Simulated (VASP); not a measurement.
Input of a VASP 6.6.1 run:

File INCAR:

```
PREC = Accurate
ENCUT = 520
EDIFF = 1E-7
ISMEAR = 0
SIGMA = 0.1
LREAL = False
LASPH = True
NELM = 80
ALGO = Normal
ISIF = 2
LWAVE = False
LCHARG = False
GGA = PE
NBANDS = 19
```

The input KPOINTS:

```
regular mesh
0
Gamma
  6 6 4
```

The input POSCAR:

```
Hf2C
1.0
    3.3755395700      0.0000000000      0.0000000000
   -1.6877697800      2.9233030200      0.0000000000
    0.0000000000      0.0000000000      5.2320863300
Hf C
2 1
Direct
    0.0000000000      0.0000000000      0.7500000000
    0.0000000000      0.0000000000      0.2500000000
    0.3333333300      0.6666666700      0.0000000000
```

Potentials or basis: VASP PAW PBE potentials, release 64 (Hf_pv, C).

Launch:

```sh
$ cat potpaw_PBE.64/Hf_pv/POTCAR potpaw_PBE.64/C/POTCAR > POTCAR
$ mpirun -np 1 vasp_std > vasp.out
```

Problem. Estimate the pressure.

Solution. -2.2 GPa.

Problem. What does it give for the band gap on the k mesh?

Solution. Zero (band 12 reaches 5.51 eV, above the bottom of band 13 at 4.83 eV).

Stress tensor (GPa, compression positive):
```
-14.13   0.00   0.00
  0.00 -14.13   0.00
  0.00   0.00  21.81
```

Caveat: spin-orbit coupling is left out, which moves the levels of the heavy elements.
